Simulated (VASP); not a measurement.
# SrVO3: single point with PBE+U

The system is SrVO3.

```
CELL_PARAMETERS angstrom
3.85000 0.00000 0.00000
0.00000 3.85000 0.00000
0.00000 0.00000 3.85000
ATOMIC_POSITIONS crystal
Sr 0.00000 0.00000 0.00000
V 0.50000 0.50000 0.50000
O 0.50000 0.50000 0.00000
O 0.50000 0.00000 0.50000
O 0.00000 0.50000 0.50000
```

```json
{
 "Program": "VASP 6.6.1",
 "Task": "single point",
 "Functional": "PBE",
 "Potentials or basis": "VASP PAW PBE potentials, release 64 (Sr_sv, V_sv, O)",
 "Cutoff": "520 eV",
 "k mesh": "6 × 6 × 6",
 "Occupations": "gaussian, width 0.1 eV",
 "Spin": "collinear spin, ferromagnetic start",
 "Starting moments": "[0.0, 1.1, 0.0, 0.0, 0.0] μB",
 "Hubbard terms": "V d U = 3.25 eV"
}
```

```yaml
Pressure: 6.9 GPa
Band_gap_on_the_k_mesh: zero (filled and empty bands overlap)
Net_moment: 1.00 μB per cell
Site_moments: Sr -0.00; V +1.11; O -0.05 μB
Valence_electrons_inside_the_program's_atomic_spheres: Sr 8.02; V 11.49; O 5.06
```

Levels at points of the mesh, in eV from the Fermi level:
Spin up:
| k point | band 18 | band 19 | band 20 | band 21 | band 22 | band 23 | band 24 | band 25 |
| --- | --- | --- | --- | --- | --- | --- | --- | --- |
| (0.00, 0.00, 0.00) | -2.19 | -2.19 | -2.19 | -1.67 | -1.67 | -1.67 | 1.25 | 1.25 |
| (0.50, 0.00, 0.00) | -3.86 | -2.65 | -2.65 | -1.57 | 0.42 | 0.42 | 1.26 | 3.53 |
| (0.50, 0.50, 0.00) | -3.39 | -3.39 | -1.86 | 0.36 | 0.36 | 0.63 | 2.25 | 5.47 |
| (0.50, 0.50, 0.50) | -1.76 | -1.76 | -1.76 | 0.89 | 0.89 | 0.89 | 5.32 | 5.32 |
Spin down:
```csv
k point,band 17,band 18,band 19,band 20,band 21,band 22,band 23,band 24
"(0.00, 0.00, 0.00)",-3.08,-2.28,-2.28,-2.28,0.55,0.55,0.55,1.94
"(0.50, 0.00, 0.00)",-4.11,-3.94,-2.72,-2.72,0.74,1.96,2.32,2.32
"(0.50, 0.50, 0.00)",-3.99,-3.46,-3.46,-1.96,2.33,2.33,2.75,2.89
"(0.50, 0.50, 0.50)",-5.48,-1.86,-1.86,-1.86,2.96,2.96,2.96,5.37
```

Eigenvalues of the final occupation matrices:
| site | spin | trace | eigenvalues |
| --- | --- | --- | --- |
| site 2 d | 1 | 1.99 | 0.31 0.31 0.45 0.45 0.45 |
| site 2 d | 2 | 0.90 | 0.11 0.11 0.11 0.29 0.29 |

Wall time 65 s on 1 thread of Intel Xeon 6975P-C, on a shared host, peak memory 0.23 GiB.

The state reached can hang on the start; a lower one may exist.
